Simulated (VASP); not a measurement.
# BN (P4_2/mnm) in VASP: further runs

The runs below take BN through single point, with PBE.

Everything below comes from runs of VASP 6.6.1. Logs are shortened: lines on timing, memory, paths and dates and some standing lists are left out, and cuts for length are marked.

## (1) The cell of the first run

It takes space group P4_2/mnm (No. 136, tetragonal). Conventional cell: a = 4.489 Å, b = 4.489 Å, c = 2.320 Å, α = 90.00°, β = 90.00°, γ = 90.00°. B (site symmetry m2m) has 4 N at 1.45 to 1.62 Å within 1.9 Å. Within 1.9 Å of N (site symmetry m2m) lie 4 B at 1.45 to 1.62 Å.

## (2) Single point, PBE

Input file INCAR:

```
ALGO = Normal
EDIFF = 1E-6
ENCUT = 520
GGA = PE
ISIF = 2
ISMEAR = 0
LASPH = T
LCHARG = T
LELF = T
LREAL = F
LVHAR = T
LWAVE = F
NBANDS = 26
NELM = 100
PREC = Accurate
SIGMA = 0.05
```

Input file KPOINTS:

```
k-points
0
Gamma
  6 6 10
```

Input file POSCAR:

```
BN
1.0
    4.4890000000      0.0000000000      0.0000000000
    0.0000000000      4.4890000000      0.0000000000
    0.0000000000      0.0000000000      2.3198000000
B N
4 4
Direct
    0.1742811368      0.8257188632      0.5000000000
    0.3257188632      0.3257188632      0.0000000000
    0.6742811368      0.6742811368      0.0000000000
    0.8257188632      0.1742811368      0.5000000000
    0.8126115048      0.8126115048      0.5000000000
    0.3126115048      0.6873884952      0.0000000000
    0.6873884952      0.3126115048      0.0000000000
    0.1873884952      0.1873884952      0.5000000000
```

Potentials or basis: VASP PAW PBE potentials, release 64 (B, N).

On the command line:

```bash
cat potpaw_PBE.64/B/POTCAR potpaw_PBE.64/N/POTCAR > POTCAR
mpirun -np 1 vasp_std > vasp.out
```

OUTCAR:

```text
EDIFF = 1E-6
   ENCUT = 520
   GGA = PE
   ISIF = 2
   ISMEAR = 0
   LASPH = T
   LREAL = F
   NELM = 100
   PREC = Accurate

 ion  position               nearest neighbor table
   1  0.174  0.826  0.500-   6 1.45   6 1.45   8 1.62   5 1.62
   2  0.326  0.326  0.000-   8 1.45   8 1.45   6 1.62   7 1.62
   3  0.674  0.674  0.000-   5 1.45   5 1.45   7 1.62   6 1.62
   4  0.826  0.174  0.500-   7 1.45   7 1.45   8 1.62   5 1.62
   5  0.813  0.813  0.500-   3 1.45   3 1.45   4 1.62   1 1.62
   6  0.313  0.687  0.000-   1 1.45   1 1.45   3 1.62   2 1.62
   7  0.687  0.313  0.000-   4 1.45   4 1.45   2 1.62   3 1.62
   8  0.187  0.187  0.500-   2 1.45   2 1.45   4 1.62   1 1.62

  LATTYP: Found a simple tetragonal cell.
 ALAT       =     4.4890000000
 C/A-ratio  =     0.5167743373

  Lattice vectors:

 A1 = (   4.4890000000,   0.0000000000,   0.0000000000)
 A2 = (   0.0000000000,   4.4890000000,   0.0000000000)
 A3 = (   0.0000000000,   0.0000000000,   2.3198000000)

Analysis of symmetry for initial positions (statically):
=====================================================================
 Subroutine PRICEL returns:
 Original cell was already a primitive cell.

 Routine SETGRP: Setting up the symmetry group for a
 simple tetragonal supercell.

 Subroutine GETGRP returns: Found 16 space group operations
 (whereof  8 operations were pure point group operations)
 out of a pool of 16 trial point group operations.

The static configuration has the point symmetry D_2h.
 The point group associated with its full space group is D_4h.

Analysis of symmetry for dynamics (positions and initial velocities):
=====================================================================
 Subroutine PRICEL returns:
 Original cell was already a primitive cell.

 Routine SETGRP: Setting up the symmetry group for a
 simple tetragonal supercell.

 Subroutine GETGRP returns: Found 16 space group operations
 (whereof  8 operations were pure point group operations)
 out of a pool of 16 trial point group operations.

The dynamic configuration has the point symmetry D_2h.
 The point group associated with its full space group is D_4h.

 Subroutine INISYM returns: Found 16 space group operations
 (whereof  8 operations are pure point group operations),
 and found     1 'primitive' translations

----------------------------------------------------------------------------------------
[... 105 lines left out ...]
   EDIFF  = 0.1E-05   stopping-criterion for ELM
   LREAL  =      F    real-space projection
   EDIFFG = 0.1E-04   stopping-criterion for IOM
   NSW    =      0    number of steps for IOM
   IBRION =     -1    ionic relax: 0-MD 1-quasi-New 2-CG
   NFREE  =      0    steps in history (QN), initial steepest desc. (CG)
   ISIF   =      2    stress and relaxation
   ISYM   =      2    0-nonsym 1-usesym 2-fastsym
   POTIM  = 0.5000    time-step for ionic-motion
   TEBEG  =    0.0;   TEEND  =   0.0 temperature during run
   PSTRESS=    0.0 pullay stress
   NELECT =      32.0000    total number of electrons
   NUPDOWN=      -1.0000    fix difference up-down
   EMIN   =  10.00;   EMAX   =-10.00  energy-range for DOS
   EFERMI =   0.00;   METHOD = LEGACY
   ISMEAR =     0;   SIGMA  =   0.05  broadening in eV -4-tet -1-fermi 0-gaus
   EFERMI_NEDOS =   21; number of points for ismear=-14 and -15
   IALGO  =     38    algorithm
   IMIX   =      4    mixing-type and parameters
     AMIX     =   0.40;   BMIX     =  1.00
     AMIX_MAG =   1.60;   BMIX_MAG =  1.00
  volume/ion in A,a.u.               =       5.84        39.43
  Fermi-wavevector in a.u.,A,eV,Ry     =   1.442807  2.726510 28.323139  2.081692
  Thomas-Fermi vector in A             =   2.561286
   LORBIT       =      0    0 simple, 1 ext, 2 COOP (PROOUT), +10 PAW based schemes
   GGA     = PE    functional components
   LHFCALC =     F    Hartree Fock is set to
   AEXX    =    0.0000 exact exchange contribution
   IVDW    =     0    specifies the selected vdW correction
   LEPSILON=     F    determine dielectric tensor
   LRPA    =     F    only Hartree local field effects (RPA)
 non-spin polarized calculation
 Gauss-broadening in eV      SIGMA  =   0.05
  energy-cutoff  :      520.00
  volume of cell :       46.75
 maximum number of plane-waves:      1281
 NGX is ok and might be reduce to    36
   NGX = 17   NGY = 17   NGZ =  9

 number of electron      32.0000000 magnetization

 Free energy of the ion-electron system (eV)
  ---------------------------------------------------
  ext. energy  EPLUGINS =         0.00000000
  ---------------------------------------------------
  free energy    TOTEN  =       -67.48956751 eV

  energy without entropy =      -67.48956751  energy(sigma->0) =      -67.48956751

 E-fermi :   7.9695     XC(G=0): -12.7454

 val. band max:        7.7633661714   @ k =   0.0000   0.0000   0.0000
 cond. band min:      12.1398592912   @ k =   0.0000   0.0000   0.3000
 fundamental gap:      4.3764931198
 Fermi energy:         7.9694583256

 k-point     1 :       0.0000    0.0000    0.0000
  band No.  band energies     occupation
      1     -13.1706      2.00000
      2      -9.5001      2.00000
      3      -9.5001      2.00000
      4      -8.7865      2.00000
      5      -3.5357      2.00000
      6      -2.2203      2.00000
[... 685 lines left out ...]
     25      21.6409      0.00000
     26      21.6409      0.00000

 [... further k-points ...]
[... 5 lines left out ...]
  --------------------------------------------------------------------------------------
  -------------------------------------------------------------------------------------
  Total       -1.2482717     -1.2482717     32.8253005     -0.0000000      0.0000000      0.0000000
  in kB      -42.7828720    -42.7828720   1125.0440780     -0.0000000      0.0000000      0.0000000
  external PRESSURE =     346.4927780 kB  Pullay stress =       0.0000000 kB

 VOLUME and BASIS-vectors are now :
 -----------------------------------------------------------------------------
  energy-cutoff  :      520.00
  volume of cell :       46.75
      direct lattice vectors                 reciprocal lattice vectors
     4.489000000  0.000000000  0.000000000     0.222766763  0.000000000  0.000000000
     0.000000000  4.489000000  0.000000000     0.000000000  0.222766763  0.000000000
     0.000000000  0.000000000  2.319800000     0.000000000  0.000000000  0.431071644

 POSITION                                       TOTAL-FORCE (eV/Angst)
 -----------------------------------------------------------------------------------
      0.78235      3.70665      1.15990        -0.453827      0.453827      0.000000
      1.46215      1.46215      0.00000         0.453827      0.453827      0.000000
      3.02685      3.02685      0.00000        -0.453827     -0.453827      0.000000
      3.70665      0.78235      1.15990         0.453827     -0.453827      0.000000
      3.64781      3.64781      1.15990         0.798168      0.798168      0.000000
      1.40331      3.08569      0.00000         0.798168     -0.798168      0.000000
      3.08569      1.40331      0.00000        -0.798168      0.798168      0.000000
      0.84119      0.84119      1.15990        -0.798168     -0.798168      0.000000
 -----------------------------------------------------------------------------------
    total drift:                               -0.000000     -0.000000      0.000000

  FREE ENERGIE OF THE ION-ELECTRON SYSTEM (eV)
  ---------------------------------------------------
  free  energy   TOTEN  =       -67.4895675087 eV

  energy  without entropy=      -67.4895675087  energy(sigma->0) =      -67.48956751
```

OSZICAR:

```text
N       E                     dE             d eps       ncg     rms          rms(c)
DAV:   1     0.119352668515E+03    0.11935E+03   -0.17026E+04  3120   0.121E+03
DAV:   2    -0.656618745126E+02   -0.18501E+03   -0.17303E+03  4118   0.290E+02
DAV:   3    -0.725044121643E+02   -0.68425E+01   -0.67992E+01  4266   0.523E+01
DAV:   4    -0.725492227353E+02   -0.44811E-01   -0.44775E-01  3868   0.454E+00
DAV:   5    -0.725496734004E+02   -0.45067E-03   -0.45049E-03  4188   0.429E-01    0.148E+01
DAV:   6    -0.679862209700E+02    0.45635E+01   -0.93972E+00  3860   0.185E+01    0.695E+00
DAV:   7    -0.675684818178E+02    0.41774E+00   -0.88683E-01  3860   0.589E+00    0.418E+00
DAV:   8    -0.674918787912E+02    0.76603E-01   -0.19688E-01  3654   0.285E+00    0.421E-01
DAV:   9    -0.674888401623E+02    0.30386E-02   -0.12600E-02  3886   0.818E-01    0.232E-01
DAV:  10    -0.674895157796E+02   -0.67562E-03   -0.12448E-03  3772   0.228E-01    0.557E-02
DAV:  11    -0.674895561243E+02   -0.40345E-04   -0.18548E-04  3928   0.882E-02    0.229E-02
DAV:  12    -0.674895670072E+02   -0.10883E-04   -0.20963E-05  3870   0.333E-02    0.523E-03
DAV:  13    -0.674895675087E+02   -0.50151E-06   -0.13946E-06  2722   0.903E-03
   1 F= -.67489568E+02 E0= -.67489568E+02  d E =-.327799E-11
```

It took 77 s on 1 thread of Intel Xeon 8259CL, shared host; peak memory 0.19 GiB.

Results:

| Quantity | Value |
| --- | --- |
| Free energy | -67.4896 eV |
| Pressure | 34.6 GPa |
| Largest force | 1.129 eV/Å |
| Band gap on the k mesh | 4.38 eV, indirect (least direct gap 5.88 eV) |

Forces on the atoms (eV/Å):
```
B   -0.454  0.454  0.000
B    0.454  0.454  0.000
B   -0.454 -0.454  0.000
B    0.454 -0.454  0.000
N    0.798  0.798  0.000
N    0.798 -0.798  0.000
N   -0.798  0.798  0.000
N   -0.798 -0.798  0.000
```

Stress tensor (GPa, compression positive):
```
 -4.28   0.00   0.00
  0.00  -4.28   0.00
  0.00   0.00 112.50
```

Levels at points of the mesh, in eV from the valence-band top:
```tsv
k point	band 13	band 14	band 15	band 16	band 17	band 18	band 19	band 20
(0.00, 0.00, 0.00)	-0.64	-0.64	-0.21	0.00	6.83	6.83	7.69	8.18
(0.50, 0.00, 0.00)	-1.76	-1.76	-0.83	-0.83	6.87	6.87	8.56	8.56
(0.50, 0.50, 0.00)	-2.13	-2.13	-1.67	-1.67	6.90	6.90	9.93	9.93
(0.00, 0.00, 0.50)	-4.78	-4.78	-3.52	-3.52	6.20	6.20	9.77	9.77
(0.50, 0.00, 0.50)	-3.64	-3.64	-2.91	-2.91	6.61	6.61	8.43	8.43
(0.50, 0.50, 0.50)	-3.02	-3.02	-2.97	-2.97	6.08	6.08	6.52	6.52
```

Caveat: forces of over 1 eV/Å act on the atoms, so gaps and moduli don't describe the material at rest. A k mesh can miss the band edges.

(Part 1 of 2 ends here.)
